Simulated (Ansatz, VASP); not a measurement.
# As: VASP beside Ansatz

```
As
1.0
     2.86931    0.00000    0.00000
    -1.43465    2.48489    0.00000
     0.00000    0.00000    9.72328
As
4
Direct
  0.00000 0.00000 0.00000
  0.00000 0.00000 0.50000
  0.33333 0.66667 0.25000
  0.66667 0.33333 0.75000
```

Alike in both runs: task single point; functional RPBE; k mesh 14 × 14 × 4; occupations fermi-dirac, width 0.1 eV; no spin polarisation.

|  | VASP | Ansatz |
| --- | --- | --- |
| version | VASP 6.6.1 | Ansatz 0.2.0 |
| potentials or method | VASP PAW PBE potentials, release 64 (As), cutoff 520 eV | plane waves (420 eV) with PAW, scalar-relativistic |
| valence electrons in the cell | 20 | 60 |

|  | VASP | Ansatz | Ansatz less VASP |
| --- | --- | --- | --- |
| pressure (GPa) | 12.6 | 12.6 | -0.09 |
| traceless stress, the component that is largest in VASP (GPa) | 0.15 | 0.17 | +0.018 |

VASP's potentials were made for PBE, not for RPBE. VASP's potentials hold 20 valence electrons a cell and Ansatz's 60, so a difference there can come from the potentials and not from the codes.
